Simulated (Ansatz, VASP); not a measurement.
One calculation of HfC, two programs

```
CELL_PARAMETERS angstrom
0.00000 2.32500 2.32500
2.32500 0.00000 2.32500
2.32500 2.32500 0.00000
ATOMIC_POSITIONS crystal
Hf 0.50000 0.50000 0.50000
C 0.00000 0.00000 0.93157
```

Alike in both runs: task single point; functional PBEsol; k mesh 18 × 18 × 18; occupations gaussian, width 0.15 eV; no spin polarisation.

```csv
,VASP,Ansatz
version,VASP 6.6.1,Ansatz 0.2.0
potentials or method,"VASP PAW PBE potentials, release 64 (Hf_pv, C), cutoff 520 eV","scalar-relativistic, plane waves, PAW"
valence electrons in the cell,14,30
```

VASP gave:

```
gap on the k mesh at the Fermi level (eV)                     : none
pressure (GPa)                                                : -2.5
traceless stress, the component that is largest in VASP (GPa) : -5.51
rms of the force components (eV/Å)                            : 0.942
```

Question: Which values does Ansatz return?

Answer: gap on the k mesh at the Fermi level (eV): none; pressure (GPa): -2.1; traceless stress, the component that is largest in VASP (GPa): -5.40; rms of the force components (eV/Å): 0.943.

VASP's potentials were made for PBE, not for PBEsol. Atom by atom the forces differ by 0.001 eV/Å (rms over components). A gap of «none» marks a metal or a gap that the smearing closes. The functional is the same, so the differences come from potentials, cutoffs and numerics. VASP's potentials hold 14 valence electrons a cell and Ansatz's 30, so a difference there can come from the potentials and not from the codes.

Spin-orbit coupling is off throughout.
